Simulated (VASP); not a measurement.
Wanted: the native input for a VASP 6.6.1 run.

| Property | Result |
| --- | --- |
| Task | single point |
| Functional | PBE |
| Potentials or basis | VASP PAW PBE potentials, release 64 (Hf_pv, O) |
| Cutoff | 520 eV |
| k mesh | 14 × 14 × 12 |
| Occupations | gaussian, width 0.1 eV |
| Spin | no spin polarisation |
| Dipole correction | no |
| Further INCAR settings | ALGO = Normal; EDIFF = 1e-06; NBANDS = 22 |

The structure of HfO3 lies in POSCAR:

```
HfO3
1.0
    3.2866527383      0.0000000000      0.0000000000
    0.0000000000      3.2866527383      0.0000000000
    0.0000000000      0.0000000000      4.0510659639
Hf O
1 3
Direct
    0.0000000000      0.0000000000      0.0000000000
    0.5000000000      0.5000000000      0.8126658147
    0.0000000000      0.0000000000      0.5000000000
    0.5000000000      0.5000000000      0.1873341853
```

The cell was built from a structure type or drawn by symmetry, and may not be a known phase.

These files were run (other wordings do the same):

INCAR

```
PREC     = Accurate       # precision mode
ENCUT    = 520            # plane-wave cutoff, eV
EDIFF    = 1E-6           # SCF threshold, eV
ISMEAR   = 0              # smearing method
SIGMA    = 0.1            # smearing width, eV
LREAL    = False          # projectors in reciprocal space
LASPH    = True           # aspherical terms in the spheres
NELM     = 60             # most SCF steps
ALGO     = Normal         # electronic algorithm
ISIF     = 2              # what is computed and relaxed
LWAVE    = False          # write WAVECAR
LCHARG   = False          # write CHGCAR
GGA      = PE             # functional
NBANDS   = 22             # bands
```

KPOINTS

```
Automatic mesh
0
Gamma
  14 14 12
```

Potentials or basis: VASP PAW PBE potentials, release 64 (Hf_pv, O).

The run is started by

```console
$ cat potpaw_PBE.64/Hf_pv/POTCAR potpaw_PBE.64/O/POTCAR > POTCAR
$ mpirun -np 1 vasp_std > vasp.out
```

It gave:

* Pressure: -1.9 GPa
* Largest force: 0.159 eV/Å
* Band gap on the k mesh: zero (bands 14 and 15 overlap by 0.56 eV)

Caveat: spin-orbit coupling is left out, which moves the levels of the heavy elements.

Wall time 3.7 min on 1 thread of Intel Xeon 8259CL, on a shared host, peak memory 0.31 GiB.
